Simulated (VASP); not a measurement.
# TaVN2 (P4/mmm) in VASP: a series of runs

The runs below take TaVN2 through single point, with LDA.

All numbers are computed with VASP 6.6.1; they aren't measurements. Logs are shortened: lines on timing, memory, paths and dates and some standing lists are left out, and cuts for length are marked.

## (1) The cell of the first run

It takes space group P4/mmm (No. 123, tetragonal). The conventional cell has a = 2.988 Å, b = 2.988 Å, c = 4.208 Å, α = 90.00°, β = 90.00°, γ = 90.00°. Within 2.8 Å of Ta (site symmetry 4/mmm) lie 6 N at 2.10 to 2.11 Å. Within 2.8 Å of V (site symmetry 4/mmm) lie 6 N at 2.10 to 2.11 Å. N (site symmetry 4/mmm) has 2 V at 2.10 Å and 4 Ta at 2.11 Å within 2.8 Å. N (site symmetry 4/mmm) has 2 Ta at 2.10 Å and 4 V at 2.11 Å within 2.8 Å.

## (2) Single point, LDA, collinear spin, ferromagnetic start (volume scaled by 0.94)

The input, INCAR:

```
PREC = Accurate
ENCUT = 600
EDIFF = 1E-6
ISMEAR = -1
SIGMA = 0.05
LREAL = False
LASPH = True
NELM = 200
ALGO = Normal
ISIF = 2
LWAVE = False
LCHARG = False
ISPIN = 2
MAGMOM = 0 2 0 0
LORBIT = 11
LMAXMIX = 4
GGA = CA
NBANDS = 29
GGA_COMPAT = False
```

The input, KPOINTS:

```
regular mesh
0
Gamma
  9 9 6
```

The input, POSCAR:

```
TaVN2
1.0
    2.9876073466      0.0000000000      0.0000000000
    0.0000000000      2.9876073466      0.0000000000
    0.0000000000      0.0000000000      4.2083626574
Ta V N
1 1 2
Direct
    0.0000000000      0.0000000000      0.0000000000
    0.5000000000      0.5000000000      0.5000000000
    0.5000000000      0.5000000000      0.0000000000
    0.0000000000      0.0000000000      0.5000000000
```

Potentials or basis: VASP PAW LDA potentials, release 64 (Ta_pv, V_sv, N).

Command:

```sh
$ cat potpaw_LDA.64/Ta_pv/POTCAR potpaw_LDA.64/V_sv/POTCAR potpaw_LDA.64/N/POTCAR > POTCAR
$ mpirun -np 1 vasp_std > vasp.out
```

OUTCAR:

```text
PREC = Accurate
   ENCUT = 600
   EDIFF = 1E-6
   ISMEAR = -1
   LREAL = False
   LASPH = True
   NELM = 200
   ISIF = 2
   ISPIN = 2
   LORBIT = 11
   GGA = CA

 ion  position               nearest neighbor table
   1  0.000  0.000  0.000-   4 2.10   4 2.10   3 2.11   3 2.11   3 2.11   3 2.11   2 2.98   2 2.98
                             2 2.98   2 2.98   2 2.98   2 2.98   2 2.98   2 2.98
   2  0.500  0.500  0.500-   3 2.10   3 2.10   4 2.11   4 2.11   4 2.11   4 2.11   1 2.98   1 2.98
                             1 2.98   1 2.98   1 2.98   1 2.98   1 2.98   1 2.98
   3  0.500  0.500  0.000-   2 2.10   2 2.10   1 2.11   1 2.11   1 2.11   1 2.11
   4  0.000  0.000  0.500-   1 2.10   1 2.10   2 2.11   2 2.11   2 2.11   2 2.11

  LATTYP: Found a simple tetragonal cell.
 ALAT       =     2.9876073466
 C/A-ratio  =     1.4086063425

  Lattice vectors:

 A1 = (   2.9876073466,   0.0000000000,   0.0000000000)
 A2 = (   0.0000000000,   2.9876073466,   0.0000000000)
 A3 = (   0.0000000000,   0.0000000000,   4.2083626574)

Analysis of symmetry for initial positions (statically):
=====================================================================
 Subroutine PRICEL returns:
 Original cell was already a primitive cell.

 Routine SETGRP: Setting up the symmetry group for a
 simple tetragonal supercell.

 Subroutine GETGRP returns: Found 16 space group operations
 (whereof 16 operations were pure point group operations)
 out of a pool of 16 trial point group operations.

The static configuration has the point symmetry D_4h.

Analysis of symmetry for dynamics (positions and initial velocities):
=====================================================================
 Subroutine PRICEL returns:
 Original cell was already a primitive cell.

 Routine SETGRP: Setting up the symmetry group for a
 simple tetragonal supercell.

 Subroutine GETGRP returns: Found 16 space group operations
 (whereof 16 operations were pure point group operations)
 out of a pool of 16 trial point group operations.

The dynamic configuration has the point symmetry D_4h.

Analysis of structural, dynamic, and magnetic symmetry:
=====================================================================
 Subroutine PRICEL returns:
 Original cell was already a primitive cell.

 Routine SETGRP: Setting up the symmetry group for a
 simple tetragonal supercell.

 Subroutine GETGRP returns: Found 16 space group operations
 (whereof 16 operations were pure point group operations)
 out of a pool of 16 trial point group operations.

The overall configuration has the point symmetry D_4h.

 Subroutine INISYM returns: Found 16 space group operations
 (whereof 16 operations are pure point group operations),
 and found     1 'primitive' translations

----------------------------------------------------------------------------------------

                                     Primitive cell

  volume of cell :      37.5630

  direct lattice vectors                    reciprocal lattice vectors
     2.987607347  0.000000000  0.000000000     0.334716006  0.000000000  0.000000000
     0.000000000  2.987607347  0.000000000     0.000000000  0.334716006  0.000000000
     0.000000000  0.000000000  4.208362657     0.000000000  0.000000000  0.237622107

  length of vectors
     2.987607347  2.987607347  4.208362657     0.334716006  0.334716006  0.237622107

  position of ions in fractional coordinates (direct lattice)
     0.000000000  0.000000000  0.000000000
     0.500000000  0.500000000  0.500000000
     0.500000000  0.500000000  0.000000000
     0.000000000  0.000000000  0.500000000

  ion indices of the primitive-cell ions
   primitive index   ion index
                 1           1
                 2           2
                 3           3
                 4           4

----------------------------------------------------------------------------------------

 KPOINTS: regular mesh

Automatic generation of k-mesh.
 Grid dimensions read from file:
 generate k-points for:    9    9    6

 Generating k-lattice:

  Cartesian coordinates                     Fractional coordinates (reciprocal lattice)
     0.037190667  0.000000000  0.000000000     0.111111111  0.000000000  0.000000000
     0.000000000  0.037190667  0.000000000     0.000000000  0.111111111  0.000000000
     0.000000000  0.000000000  0.039603684     0.000000000  0.000000000  0.166666667

  Length of vectors
     0.037190667  0.037190667  0.039603684

  Shift w.r.t. Gamma in fractional coordinates (k-lattice)
     0.000000000  0.000000000  0.000000000

 Subroutine IBZKPT returns following result:
 ===========================================

 Found     60 irreducible k-points:

 Following reciprocal coordinates:
            Coordinates               Weight
  0.000000  0.000000  0.000000      1.000000
  0.111111  0.000000  0.000000      4.000000
  0.222222  0.000000  0.000000      4.000000
  0.333333  0.000000  0.000000      4.000000
  0.444444  0.000000  0.000000      4.000000
  0.111111  0.111111  0.000000      4.000000
[... 16 lines left out ...]
  0.333333  0.111111  0.166667     16.000000
  0.444444  0.111111  0.166667     16.000000
 [... further k-points ...]
   k-points           NKPTS =     60   k-points in BZ     NKDIM =     60   number of bands    NBANDS=     29
   number of dos      NEDOS =    301   number of ions     NIONS =      4
   total plane-waves  NPLWV =  20736
   dimension x,y,z NGX =    24 NGY =   24 NGZ =   36
   dimension x,y,z NGXF=    48 NGYF=   48 NGZF=   72
   ions per type =               1   1   2
   NGX,Y,Z   is equivalent  to a cutoff of  13.35, 13.35, 14.22 a.u.
   NGXF,Y,Z  is equivalent  to a cutoff of  26.71, 26.71, 28.44 a.u.
 SYSTEM =  unknown system
   PREC   = accura    normal or accurate (medium, high low for compatibility)
   ISTART =      0    job   : 0-new  1-cont  2-samecut
   ICHARG =      2    charge: 1-file 2-atom 10-const
   ISPIN  =      2    spin polarized calculation?
   LNONCOLLINEAR =      F non collinear calculations
   LSORBIT =      F    spin-orbit coupling
   LASPH  =      T    aspherical Exc in radial PAW
   ENCUT  =  600.0 eV  44.10 Ry    6.64 a.u.   5.97  5.97  8.41*2*pi/ulx,y,z
   NELM   =    200;   NELMIN=  2; NELMDL= -5     # of ELM steps
   EDIFF  = 0.1E-05   stopping-criterion for ELM
   LREAL  =      F    real-space projection
   EDIFFG = 0.1E-04   stopping-criterion for IOM
   NSW    =      0    number of steps for IOM
   IBRION =     -1    ionic relax: 0-MD 1-quasi-New 2-CG
   NFREE  =      0    steps in history (QN), initial steepest desc. (CG)
   ISIF   =      2    stress and relaxation
   ISYM   =      2    0-nonsym 1-usesym 2-fastsym
   POTIM  = 0.5000    time-step for ionic-motion
   TEBEG  =    0.0;   TEEND  =   0.0 temperature during run
   PSTRESS=    0.0 pullay stress
   NELECT =      34.0000    total number of electrons
   NUPDOWN=      -1.0000    fix difference up-down
   EMIN   =  10.00;   EMAX   =-10.00  energy-range for DOS
   EFERMI =   0.00;   METHOD = LEGACY
   ISMEAR =    -1;   SIGMA  =   0.05  broadening in eV -4-tet -1-fermi 0-gaus
   EFERMI_NEDOS =   21; number of points for ismear=-14 and -15
   IALGO  =     38    algorithm
   IMIX   =      4    mixing-type and parameters
     AMIX     =   0.40;   BMIX     =  1.00
     AMIX_MAG =   1.60;   BMIX_MAG =  1.00
  volume/ion in A,a.u.               =       9.39        63.37
  Fermi-wavevector in a.u.,A,eV,Ry     =   1.583608  2.992586 34.120893  2.507815
  Thomas-Fermi vector in A             =   2.683353
   LORBIT       =     11    0 simple, 1 ext, 2 COOP (PROOUT), +10 PAW based schemes
   GGA     = CA    functional components
   LHFCALC =     F    Hartree Fock is set to
   AEXX    =    0.0000 exact exchange contribution
   IVDW    =     0    specifies the selected vdW correction
   LEPSILON=     F    determine dielectric tensor
   LRPA    =     F    only Hartree local field effects (RPA)
 spin polarized calculation
  energy-cutoff  :      600.00
  volume of cell :       37.56
 maximum number of plane-waves:      1272
 NGX is ok and might be reduce to    24
   NGX = 11   NGY = 11   NGZ = 17

 number of electron      34.0000002 magnetization      -0.0009721

 number of electron      34.0000002 magnetization       0.0058979

 Free energy of the ion-electron system (eV)
  ---------------------------------------------------
  ext. energy  EPLUGINS =         0.00000000
  ---------------------------------------------------
  free energy    TOTEN  =       -45.69188277 eV

  energy without entropy =      -45.66937372  energy(sigma->0) =      -45.68062825

 E-fermi :  10.7561     XC(G=0): -13.9568

 val. band max:       10.7199577382   @ k =   0.2222   0.0000   0.3333
 cond. band min:      10.7582047502   @ k =   0.3333   0.0000   0.0000
 fundamental gap:      0.0382470120
 Fermi energy:        10.7561107432

 spin component 1

 k-point     1 :       0.0000    0.0000    0.0000
  band No.  band energies     occupation
      1     -53.6052      1.00000
      2     -27.9705      1.00000
      3     -27.8481      1.00000
      4     -27.8481      1.00000
      5     -24.9545      1.00000
      6     -24.6867      1.00000
[... 757 lines left out ...]
     28      22.3318      0.00000
     29      22.6951      0.00000

 [... further k-points ...]

 spin component 2

 k-point     1 :       0.0000    0.0000    0.0000
  band No.  band energies     occupation
      1     -53.6000      1.00000
      2     -27.9650      1.00000
      3     -27.8433      1.00000
      4     -27.8433      1.00000
      5     -24.9546      1.00000
      6     -24.6868      1.00000
[... 757 lines left out ...]
     28      22.3317      0.00000
     29      22.6960      0.00000

 [... further k-points ...]
[... 5 lines left out ...]
  --------------------------------------------------------------------------------------
  -------------------------------------------------------------------------------------
  Total        0.7512018      0.7512018      0.1501378      0.0000000     -0.0000000      0.0000000
  in kB       32.0410697     32.0410697      6.4038375      0.0000000     -0.0000000      0.0000000
  external PRESSURE =      23.4953256 kB  Pullay stress =       0.0000000 kB

 VOLUME and BASIS-vectors are now :
 -----------------------------------------------------------------------------
  energy-cutoff  :      600.00
  volume of cell :       37.56
      direct lattice vectors                 reciprocal lattice vectors
     2.987607347  0.000000000  0.000000000     0.334716006  0.000000000  0.000000000
     0.000000000  2.987607347  0.000000000     0.000000000  0.334716006  0.000000000
     0.000000000  0.000000000  4.208362657     0.000000000  0.000000000  0.237622107

 POSITION                                       TOTAL-FORCE (eV/Angst)
 -----------------------------------------------------------------------------------
      0.00000      0.00000      0.00000         0.000000      0.000000      0.000000
      1.49380      1.49380      2.10418         0.000000      0.000000      0.000000
      1.49380      1.49380      0.00000         0.000000      0.000000      0.000000
      0.00000      0.00000      2.10418         0.000000      0.000000      0.000000
 -----------------------------------------------------------------------------------
    total drift:                                0.000000     -0.000000     -0.000000

  FREE ENERGIE OF THE ION-ELECTRON SYSTEM (eV)
  ---------------------------------------------------
  free  energy   TOTEN  =       -45.6918827706 eV

  energy  without entropy=      -45.6693737210  energy(sigma->0) =      -45.68062825

 total charge

# of ion       s       p       d       tot
------------------------------------------
    1        0.315   6.304   2.511   9.130
    2        2.219   6.241   3.233  11.693
    3        1.224   2.560   0.000   3.784
    4        1.222   2.507   0.000   3.729
--------------------------------------------------
tot          4.980  17.613   5.744  28.337

 magnetization (x)

# of ion       s       p       d       tot
------------------------------------------
    1        0.000  -0.000  -0.000  -0.000
    2        0.000   0.000   0.005   0.005
    3        0.000   0.000   0.000   0.000
    4       -0.000   0.000   0.000  -0.000
--------------------------------------------------
tot          0.000   0.000   0.004   0.005
```

Wall time 74 s (1 thread of Intel Xeon 6975P-C (Granite Rapids), shared host); peak memory 0.23 GiB.

Results:

| Item | Value |
| --- | --- |
| Free energy | -45.6919 eV |
| Pressure | 2.3 GPa |
| Band gap on the k mesh | zero (filled and empty bands overlap) |
| Net moment | 0.01 μB per cell |
| Valence electrons inside the program's atomic spheres | Ta 9.13; V 11.69; N 3.78, 3.73 |

Caveat: the cell differs from its parent crystal (volume scaled by 0.94); spin-orbit coupling is left out, which moves the levels of the heavy elements.

## (3) Single point, LDA, collinear spin, ferromagnetic start (volume scaled by 0.98)

The input, INCAR:

```
SYSTEM = TaVN2
  PREC = Accurate
  ENCUT = 600
  EDIFF = 1E-6
  ISMEAR = -1
  SIGMA = 0.05
  LREAL = .FALSE.
  LASPH = .TRUE.
  NELM = 200
  ALGO = Normal
  ISIF = 2
  LWAVE = .FALSE.
  LCHARG = .FALSE.
  ISPIN = 2
  MAGMOM = 0 2 0 0
  LORBIT = 11
  LMAXMIX = 4
  GGA = CA
  NBANDS = 29
  GGA_COMPAT = .FALSE.
```

The input, KPOINTS:

```
Automatic mesh
0
G
  9 9 6
  0 0 0
```

The input, POSCAR:

```
TaVN2
1.0
    3.0293974772      0.0000000000      0.0000000000
    0.0000000000      3.0293974772      0.0000000000
    0.0000000000      0.0000000000      4.2672285004
Ta V N
1 1 2
Direct
    0.0000000000      0.0000000000      0.0000000000
    0.5000000000      0.5000000000      0.5000000000
    0.5000000000      0.5000000000      0.0000000000
    0.0000000000      0.0000000000      0.5000000000
```

Potentials or basis: VASP PAW LDA potentials, release 64 (Ta_pv, V_sv, N).

Command:

```sh
$ cat potpaw_LDA.64/Ta_pv/POTCAR potpaw_LDA.64/V_sv/POTCAR potpaw_LDA.64/N/POTCAR > POTCAR
$ mpirun -np 1 vasp_std > vasp.out
```

OUTCAR:

```text
SYSTEM = TaVN2
   PREC = Accurate
   ENCUT = 600
   EDIFF = 1E-6
   ISMEAR = -1
   LREAL = .FALSE.
   LASPH = .TRUE.
   NELM = 200
   ISIF = 2
   ISPIN = 2
   LORBIT = 11
   GGA = CA

 ion  position               nearest neighbor table
   1  0.000  0.000  0.000-   4 2.13   4 2.13   3 2.14   3 2.14   3 2.14   3 2.14   2 3.02   2 3.02
                             2 3.02   2 3.02   2 3.02   2 3.02   2 3.02   2 3.02
   2  0.500  0.500  0.500-   3 2.13   3 2.13   4 2.14   4 2.14   4 2.14   4 2.14   1 3.02   1 3.02
                             1 3.02   1 3.02   1 3.02   1 3.02   1 3.02   1 3.02
   3  0.500  0.500  0.000-   2 2.13   2 2.13   1 2.14   1 2.14   1 2.14   1 2.14
   4  0.000  0.000  0.500-   1 2.13   1 2.13   2 2.14   2 2.14   2 2.14   2 2.14

  LATTYP: Found a simple tetragonal cell.
[... 1768 lines left out ...]
     0.000000000  0.000000000  4.267228500     0.000000000  0.000000000  0.234344142

 POSITION                                       TOTAL-FORCE (eV/Angst)
 -----------------------------------------------------------------------------------
      0.00000      0.00000      0.00000         0.000000      0.000000      0.000000
      1.51470      1.51470      2.13361         0.000000      0.000000      0.000000
      1.51470      1.51470      0.00000         0.000000      0.000000      0.000000
      0.00000      0.00000      2.13361         0.000000      0.000000      0.000000
 -----------------------------------------------------------------------------------
    total drift:                                0.000000     -0.000000     -0.000000

  FREE ENERGIE OF THE ION-ELECTRON SYSTEM (eV)
  ---------------------------------------------------
  free  energy   TOTEN  =       -45.6433845966 eV

  energy  without entropy=      -45.6191550648  energy(sigma->0) =      -45.63126983

 total charge

# of ion       s       p       d       tot
------------------------------------------
    1        0.303   6.276   2.443   9.022
    2        2.209   6.220   3.181  11.610
    3        1.219   2.528   0.000   3.747
    4        1.219   2.477   0.000   3.696
--------------------------------------------------
tot          4.950  17.500   5.624  28.075

 magnetization (x)

# of ion       s       p       d       tot
------------------------------------------
    1        0.000   0.000  -0.000  -0.000
    2        0.000   0.000   0.001   0.001
    3       -0.000   0.000   0.000   0.000
    4       -0.000  -0.000   0.000  -0.000
--------------------------------------------------
tot          0.000   0.000   0.001   0.001
```

OSZICAR:

```text
N       E                     dE             d eps       ncg     rms          rms(c)
DAV:   1     0.384785460836E+03    0.38479E+03   -0.20093E+04  6960   0.143E+03
DAV:   2    -0.309489785342E+02   -0.41573E+03   -0.39512E+03  7357   0.438E+02
DAV:   3    -0.531849761574E+02   -0.22236E+02   -0.21646E+02  8183   0.104E+02
[... 12 lines left out ...]
DAV:  16    -0.456433743444E+02   -0.79032E-05   -0.19668E-05  7300   0.204E-02    0.131E-02
DAV:  17    -0.456433788967E+02   -0.45522E-05   -0.11186E-05  6549   0.154E-02    0.945E-03
DAV:  18    -0.456433816433E+02   -0.27466E-05   -0.76877E-06  6328   0.126E-02    0.712E-03
DAV:  19    -0.456433840902E+02   -0.24470E-05   -0.17314E-05  6902   0.183E-02    0.357E-03
DAV:  20    -0.456433845966E+02   -0.50638E-06   -0.53079E-06  5701   0.106E-02
   1 F= -.45643385E+02 E0= -.45631270E+02  d E =-.242295E-01  mag=     0.0007
```

It took 88 s on 1 thread of Intel Xeon 6975P-C (Granite Rapids), shared host; peak memory 0.24 GiB.

What came out:

```yaml
Free_energy: -45.6434 eV
Pressure: -12.0 GPa
Band_gap_on_the_k_mesh: zero (filled and empty bands overlap)
Net_moment: 0.00 μB per cell
Valence_electrons_inside_the_program's_atomic_spheres: Ta 9.02; V 11.61; N 3.75, 3.70
```

Caveat: the cell differs from its parent crystal (volume scaled by 0.98); spin-orbit coupling is left out, which moves the levels of the heavy elements.

## (4) Single point, LDA, collinear spin, ferromagnetic start

This run uses another cell than the first one, of 9.99 Å³/atom, 1.064 times its volume.

The input, INCAR:

```
SYSTEM = TaVN2
  ALGO = Normal
  EDIFF = 1E-6
  ENCUT = 600
  GGA_COMPAT = .False.
  ISIF = 2
  ISMEAR = -1
  ISPIN = 2
  LASPH = .True.
  LCHARG = .False.
  LMAXMIX = 4
  LORBIT = 11
  LREAL = .False.
  LWAVE = .False.
  MAGMOM = 0 2 0 0
  NBANDS = 29
  NELM = 200
  PREC = Accurate
  SIGMA = 0.05
```

The input, KPOINTS:

```
k-points
0
Gamma
  9 9 6
  0 0 0
```

The input, POSCAR:

```
TaVN2
1.0
    3.0498670000      0.0000000000      0.0000000000
    0.0000000000      3.0498670000      0.0000000000
    0.0000000000      0.0000000000      4.2960620000
Ta V N
1 1 2
Direct
    0.0000000000      0.0000000000      0.0000000000
    0.5000000000      0.5000000000      0.5000000000
    0.5000000000      0.5000000000      0.0000000000
    0.0000000000      0.0000000000      0.5000000000
```

Command:

```sh
$ cat potpaw_LDA.64/Ta_pv/POTCAR potpaw_LDA.64/V_sv/POTCAR potpaw_LDA.64/N/POTCAR > POTCAR
$ mpirun -np 1 vasp_std > vasp.out
```

Run time: 88 s. Hardware: 1 thread of Intel Xeon 6975P-C (Granite Rapids), shared host; peak memory 0.24 GiB.

It converged, with:

```
Free energy                                           : -45.5693 eV
Pressure                                              : -18.0 GPa
Band gap on the k mesh                                : zero (filled and empty bands overlap)
Net moment                                            : 0.00 μB per cell
Valence electrons inside the program's atomic spheres : Ta 8.97; V 11.57; N 3.73, 3.68
```

Stress tensor (GPa, compression positive):
```
-17.16   0.00   0.00
  0.00 -17.16   0.00
  0.00   0.00 -19.78
```

Levels at points of the mesh, in eV from the Fermi level:
Spin up:
| k point | band 15 | band 16 | band 17 | band 18 | band 19 | band 20 |
| --- | --- | --- | --- | --- | --- | --- |
| (0.00, 0.00, 0.00) | -2.82 | -2.81 | -1.55 | -1.55 | -1.48 | -0.29 |
| (0.00, 0.00, 0.50) | -4.07 | -3.97 | -2.47 | -0.04 | 0.60 | 0.60 |
Spin down:
```tsv
k point	band 15	band 16	band 17	band 18	band 19	band 20
(0.00, 0.00, 0.00)	-2.82	-2.81	-1.55	-1.55	-1.48	-0.29
(0.00, 0.00, 0.50)	-4.07	-3.97	-2.47	-0.04	0.61	0.61
```

Caveat: spin-orbit coupling is left out, which moves the levels of the heavy elements.

[end of part 1 of 2]
